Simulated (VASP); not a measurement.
# W (P6/mmm) in VASP: further runs

The runs below take W through single point, with BLYP.

Everything below comes from runs of VASP 6.6.1. Logs are shortened: lines on timing, memory, paths and dates and some standing lists are left out, and cuts for length are marked.

**1. The cell of the first run**

Symmetry: P6/mmm, No. 191, hexagonal system. The conventional cell has a = 4.871 Å, b = 4.871 Å, c = 2.704 Å, α = 90.00°, β = 90.00°, γ = 120.00°. W (site symmetry 6/mmm) has 14 W at 2.70 to 3.12 Å within 3.6 Å. W (site symmetry -6m2) has 11 W at 2.70 to 3.12 Å within 3.6 Å.

This isn't the form of W at room conditions, which is bcc.

**2. Single point, BLYP (18.52 Å³/atom)**

File INCAR:

```
SYSTEM = W
AGGAC = 1.0
AGGAX = 1.0
ALDAC = 0.0
ALDAX = 1.0
ALGO = Normal
EDIFF = 1E-6
ENCUT = 520
GGA = B5
ISIF = 2
ISMEAR = -1
LASPH = .TRUE.
LCHARG = .FALSE.
LREAL = .FALSE.
LWAVE = .FALSE.
NBANDS = 28
NELM = 60
PREC = Accurate
SIGMA = 0.1
```

File KPOINTS:

```
k-points
0
G
  9 9 13
  0 0 0
```

File POSCAR:

```
W
1.0
    4.8713835385      0.0000000000      0.0000000000
   -2.4356917693      4.2187418960      0.0000000000
    0.0000000000      0.0000000000      2.7040198358
W
3
Direct
    1.0000000000      0.0000000000      0.0000000000
    0.3333333333      0.6666666667      0.5000000000
    0.6666666667      0.3333333333      0.5000000000
```

Potentials or basis: VASP PAW PBE potentials, release 64 (W_sv).

The run is started by

```console
$ cat potpaw_PBE.64/W_sv/POTCAR > POTCAR
$ mpirun -np 1 vasp_std > vasp.out
```

OUTCAR:

```text
SYSTEM = W
   EDIFF = 1E-6
   ENCUT = 520
   GGA = B5
   ISIF = 2
   ISMEAR = -1
   LASPH = .TRUE.
   LREAL = .FALSE.
   NELM = 60
   PREC = Accurate

 ion  position               nearest neighbor table
   1  0.000  0.000  0.000-   2 3.12   3 3.12   2 3.12   3 3.12   3 3.12   3 3.12   2 3.12   2 3.12
                             3 3.12   3 3.12   2 3.12   2 3.12
   2  0.333  0.667  0.500-   3 2.81   3 2.81   3 2.81   1 3.12   1 3.12   1 3.12   1 3.12   1 3.12
                             1 3.12
   3  0.667  0.333  0.500-   2 2.81   2 2.81   2 2.81   1 3.12   1 3.12   1 3.12   1 3.12   1 3.12
                             1 3.12

  LATTYP: Found a hexagonal cell.
 ALAT       =     4.8713835385
 C/A-ratio  =     0.5550825170

  Lattice vectors:

 A1 = (   4.8713835385,   0.0000000000,   0.0000000000)
 A2 = (  -2.4356917693,   4.2187418960,   0.0000000000)
 A3 = (   0.0000000000,   0.0000000000,   2.7040198358)

Analysis of symmetry for initial positions (statically):
=====================================================================
 Subroutine PRICEL returns:
 Original cell was already a primitive cell.

 Routine SETGRP: Setting up the symmetry group for a
 hexagonal supercell.

 Subroutine GETGRP returns: Found 24 space group operations
 (whereof 24 operations were pure point group operations)
 out of a pool of 24 trial point group operations.

The static configuration has the point symmetry D_6h.

Analysis of symmetry for dynamics (positions and initial velocities):
=====================================================================
 Subroutine PRICEL returns:
 Original cell was already a primitive cell.

 Routine SETGRP: Setting up the symmetry group for a
 hexagonal supercell.

 Subroutine GETGRP returns: Found 24 space group operations
 (whereof 24 operations were pure point group operations)
 out of a pool of 24 trial point group operations.

The dynamic configuration has the point symmetry D_6h.

 Subroutine INISYM returns: Found 24 space group operations
 (whereof 24 operations are pure point group operations),
 and found     1 'primitive' translations

----------------------------------------------------------------------------------------

                                     Primitive cell

  volume of cell :      55.5706

  direct lattice vectors                    reciprocal lattice vectors
     4.871383538  0.000000000  0.000000000     0.205280490  0.118518746  0.000000000
    -2.435691769  4.218741896  0.000000000     0.000000000  0.237037492  0.000000000
     0.000000000  0.000000000  2.704019836     0.000000000  0.000000000  0.369819772

  length of vectors
     4.871383538  4.871383539  2.704019836     0.237037492  0.237037492  0.369819772

  position of ions in fractional coordinates (direct lattice)
     0.000000000  0.000000000  0.000000000
     0.333333333  0.666666667  0.500000000
     0.666666667  0.333333333  0.500000000

  ion indices of the primitive-cell ions
   primitive index   ion index
                 1           1
                 2           2
                 3           3

----------------------------------------------------------------------------------------

 KPOINTS: k-points

Automatic generation of k-mesh.
 Grid dimensions read from file:
 generate k-points for:    9    9   13

 Generating k-lattice:

  Cartesian coordinates                     Fractional coordinates (reciprocal lattice)
     0.022808943  0.013168750  0.000000000     0.111111111  0.000000000  0.000000000
     0.000000000  0.026337499  0.000000000     0.000000000  0.111111111  0.000000000
     0.000000000  0.000000000  0.028447675     0.000000000  0.000000000  0.076923077

  Length of vectors
     0.026337499  0.026337499  0.028447675

  Shift w.r.t. Gamma in fractional coordinates (k-lattice)
     0.000000000  0.000000000  0.000000000

 Subroutine IBZKPT returns following result:
 ===========================================

 Found     84 irreducible k-points:

 Following reciprocal coordinates:
            Coordinates               Weight
  0.000000  0.000000  0.000000      1.000000
  0.111111  0.000000  0.000000      6.000000
  0.222222  0.000000  0.000000      6.000000
  0.333333  0.000000  0.000000      6.000000
  0.444444  0.000000  0.000000      6.000000
  0.111111  0.111111  0.000000      6.000000
[... 16 lines left out ...]
  0.333333  0.222222  0.076923     24.000000
  0.333333  0.333333  0.076923      4.000000
 [... further k-points ...]
   k-points           NKPTS =     84   k-points in BZ     NKDIM =     84   number of bands    NBANDS=     28
   number of dos      NEDOS =    301   number of ions     NIONS =      3
   total plane-waves  NPLWV =  25920
   dimension x,y,z NGX =    36 NGY =   36 NGZ =   20
   dimension x,y,z NGXF=    72 NGYF=   72 NGZF=   40
   ions per type =               3
   NGX,Y,Z   is equivalent  to a cutoff of  12.29, 12.29, 12.30 a.u.
   NGXF,Y,Z  is equivalent  to a cutoff of  24.57, 24.57, 24.59 a.u.
 SYSTEM =  W
   PREC   = accura    normal or accurate (medium, high low for compatibility)
   ISTART =      0    job   : 0-new  1-cont  2-samecut
   ICHARG =      2    charge: 1-file 2-atom 10-const
   ISPIN  =      1    spin polarized calculation?
   LNONCOLLINEAR =      F non collinear calculations
   LSORBIT =      F    spin-orbit coupling
   LASPH  =      T    aspherical Exc in radial PAW
   ENCUT  =  520.0 eV  38.22 Ry    6.18 a.u.   9.06  9.06  5.03*2*pi/ulx,y,z
   NELM   =     60;   NELMIN=  2; NELMDL= -5     # of ELM steps
   EDIFF  = 0.1E-05   stopping-criterion for ELM
   LREAL  =      F    real-space projection
   EDIFFG = 0.1E-04   stopping-criterion for IOM
   NSW    =      0    number of steps for IOM
   IBRION =     -1    ionic relax: 0-MD 1-quasi-New 2-CG
   NFREE  =      0    steps in history (QN), initial steepest desc. (CG)
   ISIF   =      2    stress and relaxation
   ISYM   =      2    0-nonsym 1-usesym 2-fastsym
   POTIM  = 0.5000    time-step for ionic-motion
   TEBEG  =    0.0;   TEEND  =   0.0 temperature during run
   PSTRESS=    0.0 pullay stress
   NELECT =      42.0000    total number of electrons
   NUPDOWN=      -1.0000    fix difference up-down
   EMIN   =  10.00;   EMAX   =-10.00  energy-range for DOS
   EFERMI =   0.00;   METHOD = LEGACY
   ISMEAR =    -1;   SIGMA  =   0.10  broadening in eV -4-tet -1-fermi 0-gaus
   EFERMI_NEDOS =   21; number of points for ismear=-14 and -15
   IALGO  =     38    algorithm
   IMIX   =      4    mixing-type and parameters
     AMIX     =   0.40;   BMIX     =  1.00
     AMIX_MAG =   1.60;   BMIX_MAG =  1.00
  volume/ion in A,a.u.               =      18.52       125.00
  Fermi-wavevector in a.u.,A,eV,Ry     =   1.491224  2.818005 30.255941  2.223749
  Thomas-Fermi vector in A             =   2.603906
   LORBIT       =      0    0 simple, 1 ext, 2 COOP (PROOUT), +10 PAW based schemes
   GGA     = B5    functional components
   LHFCALC =     F    Hartree Fock is set to
   AEXX    =    0.0000 exact exchange contribution
   IVDW    =     0    specifies the selected vdW correction
   LEPSILON=     F    determine dielectric tensor
   LRPA    =     F    only Hartree local field effects (RPA)
 non-spin polarized calculation
  energy-cutoff  :      520.00
  volume of cell :       55.57
 maximum number of plane-waves:      1516
   NGX = 19   NGY = 19   NGZ = 11

 number of electron      42.0000007 magnetization

 Free energy of the ion-electron system (eV)
  ---------------------------------------------------
  ext. energy  EPLUGINS =         0.00000000
  ---------------------------------------------------
  free energy    TOTEN  =       -32.26379531 eV

  energy without entropy =      -32.13552488  energy(sigma->0) =      -32.19966009

 E-fermi :   9.6473     XC(G=0): -12.1178

 val. band max:        9.6402928972   @ k =   0.2222   0.0000   0.3077
 cond. band min:       9.6527353371   @ k =   0.2222   0.1111   0.3846
 fundamental gap:      0.0124424399
 Fermi energy:         9.6473352266

 k-point     1 :       0.0000    0.0000    0.0000
  band No.  band energies     occupation
      1     -64.1217      2.00000
      2     -63.8870      2.00000
      3     -63.8238      2.00000
      4     -28.6034      2.00000
      5     -28.6034      2.00000
      6     -28.5392      2.00000
[... 20 lines left out ...]
     27      14.0871      0.00000
     28      14.0871      0.00000

 k-point     2 :       0.1111    0.0000    0.0000
  band No.  band energies     occupation
      1     -64.1214      2.00000
      2     -63.8856      2.00000
      3     -63.8256      2.00000
      4     -28.6471      2.00000
      5     -28.6368      2.00000
      6     -28.4926      2.00000
[... 20 lines left out ...]
     27      13.8701      0.00000
     28      14.0536      0.00000

 k-point     3 :       0.2222    0.0000    0.0000
  band No.  band energies     occupation
      1     -64.1208      2.00000
      2     -63.8812      2.00000
      3     -63.8305      2.00000
      4     -28.7027      2.00000
      5     -28.6533      2.00000
      6     -28.4291      2.00000
[... 20 lines left out ...]
     27      13.3274      0.00000
     28      13.9514      0.00000

 k-point     4 :       0.3333    0.0000    0.0000
  band No.  band energies     occupation
      1     -64.1202      2.00000
      2     -63.8748      2.00000
      3     -63.8377      2.00000
      4     -28.7445      2.00000
      5     -28.6291      2.00000
      6     -28.3772      2.00000
[... 20 lines left out ...]
     27      13.0058      0.00000
     28      13.7768      0.00000

 k-point     5 :       0.4444    0.0000    0.0000
  band No.  band energies     occupation
      1     -64.1198      2.00000
      2     -63.8686      2.00000
      3     -63.8443      2.00000
      4     -28.7666      2.00000
      5     -28.5795      2.00000
      6     -28.4113      2.00000
[... 20 lines left out ...]
     27      13.1819      0.00000
     28      13.2871      0.00000

 k-point     6 :       0.1111    0.1111    0.0000
  band No.  band energies     occupation
      1     -64.1210      2.00000
      2     -63.8826      2.00000
      3     -63.8289      2.00000
      4     -28.6725      2.00000
      5     -28.6701      2.00000
      6     -28.4482      2.00000
[... 463 lines left out ...]
      5     -28.5686      2.00000
      6     -28.4677      2.00000
[... 20 lines left out ...]
     27      13.1909      0.00000
     28      13.3377      0.00000

 k-point    22 :       0.2222    0.2222    0.0769
  band No.  band energies     occupation
      1     -64.1159      2.00000
      2     -63.8668      2.00000
      3     -63.8379      2.00000
      4     -28.6777      2.00000
      5     -28.6681      2.00000
      6     -28.4416      2.00000
[... 20 lines left out ...]
     27      12.9671      0.00000
     28      13.4685      0.00000

 k-point    23 :       0.3333    0.2222    0.0769
  band No.  band energies     occupation
      1     -64.1156      2.00000
      2     -63.8599      2.00000
      3     -63.8451      2.00000
      4     -28.6853      2.00000
      5     -28.6118      2.00000
      6     -28.5119      2.00000
[... 20 lines left out ...]
     27      13.1199      0.00000
     28      13.3133      0.00000

 k-point    24 :       0.3333    0.3333    0.0769
  band No.  band energies     occupation
      1     -64.1155      2.00000
      2     -63.8526      2.00000
      3     -63.8526      2.00000
      4     -28.6173      2.00000
      5     -28.6173      2.00000
      6     -28.5915      2.00000
[... 20 lines left out ...]
     27      12.8482      0.00000
     28      13.3688      0.00000

 [... further k-points ...]

------------------------ aborting loop because EDIFF is reached ----------------------------------------

  FORCE on cell =-STRESS in cart. coord.  units (eV):
  Direction    XX          YY          ZZ          XY          YZ          ZX
  --------------------------------------------------------------------------------------
  -------------------------------------------------------------------------------------
  Total       -4.8639662     -4.8639662     -5.9777083      0.0000000     -0.0000000     -0.0000000
  in kB     -140.2348579   -140.2348580   -172.3455781      0.0000000     -0.0000000     -0.0000000
  external PRESSURE =    -150.9384313 kB  Pullay stress =       0.0000000 kB

 VOLUME and BASIS-vectors are now :
 -----------------------------------------------------------------------------
  energy-cutoff  :      520.00
  volume of cell :       55.57
      direct lattice vectors                 reciprocal lattice vectors
     4.871383538  0.000000000  0.000000000     0.205280490  0.118518746  0.000000000
    -2.435691769  4.218741896  0.000000000     0.000000000  0.237037492  0.000000000
     0.000000000  0.000000000  2.704019836     0.000000000  0.000000000  0.369819772

 POSITION                                       TOTAL-FORCE (eV/Angst)
 -----------------------------------------------------------------------------------
      0.00000      0.00000      0.00000         0.000000      0.000000      0.000000
     -0.00000      2.81249      1.35201        -0.000000      0.000000     -0.000000
      2.43569      1.40625      1.35201         0.000000      0.000000      0.000000
 -----------------------------------------------------------------------------------
    total drift:                                0.000000      0.000000     -0.000000

  FREE ENERGIE OF THE ION-ELECTRON SYSTEM (eV)
  ---------------------------------------------------
  free  energy   TOTEN  =       -32.2637953077 eV

  energy  without entropy=      -32.1355248786  energy(sigma->0) =      -32.19966009
```

Wall time 2.5 min (1 thread of Intel Xeon 8259CL, shared host); peak memory 0.23 GiB.

What came out:

```yaml
Free_energy: -32.2638 eV
Pressure: -15.1 GPa
Band_gap_on_the_k_mesh: zero (bands 21 and 22 overlap by 0.67 eV)
```

Stress tensor (GPa, compression positive):
```
-14.02   0.00   0.00
  0.00 -14.02   0.00
  0.00   0.00 -17.23
```

Caveat: the cell stands under tension; the PAW data sets were made with another functional, which shifts forces and pressure a little; spin-orbit coupling is left out, which moves the levels of the heavy elements.

**3. Single point, BLYP (19.21 Å³/atom)**

This run uses another cell than the first one, of 19.21 Å³/atom.

File INCAR:

```
PREC = Accurate
ENCUT = 520
EDIFF = 1E-6
ISMEAR = -1
SIGMA = 0.1
LREAL = F
LASPH = T
NELM = 100
ALGO = Normal
ISIF = 2
LWAVE = F
LCHARG = F
GGA = B5
ALDAX = 1.0
AGGAX = 1.0
AGGAC = 1.0
ALDAC = 0.0
NBANDS = 28
```

File KPOINTS:

```
regular mesh
0
Gamma
  9 9 13
```

File POSCAR:

```
W
1.0
    4.9307965103      0.0000000000      0.0000000000
   -2.4653982552      4.2701950388      0.0000000000
    0.0000000000      0.0000000000      2.7369989377
W
3
Direct
    1.0000000000      0.0000000000      0.0000000000
    0.3333333333      0.6666666667      0.5000000000
    0.6666666667      0.3333333333      0.5000000000
```

Potentials or basis: VASP PAW PBE potentials, release 64 (W_sv).

The run is started by

```console
$ cat potpaw_PBE.64/W_sv/POTCAR > POTCAR
$ mpirun -np 1 vasp_std > vasp.out
```

Wall time 3.1 min (1 thread of Intel Xeon 8259CL, shared host); peak memory 0.25 GiB.

It converged, with:

```yaml
Free_energy: -32.0306 eV
Pressure: -21.1 GPa
Band_gap_on_the_k_mesh: zero (bands 21 and 22 overlap by 0.64 eV)
```

Stress tensor (GPa, compression positive):
```
-19.76   0.00   0.00
  0.00 -19.76   0.00
  0.00   0.00 -23.77
```

Levels at points of the mesh, in eV from the Fermi level:
```tsv
k point	band 18	band 19	band 20	band 21	band 22	band 23	band 24	band 25
(0.00, 0.00, 0.00)	-1.99	-1.99	-1.95	-0.24	-0.24	1.78	1.78	1.87
```

Caveat: the cell stands under tension; the PAW data sets were made with another functional, which shifts forces and pressure a little; spin-orbit coupling is left out, which moves the levels of the heavy elements.
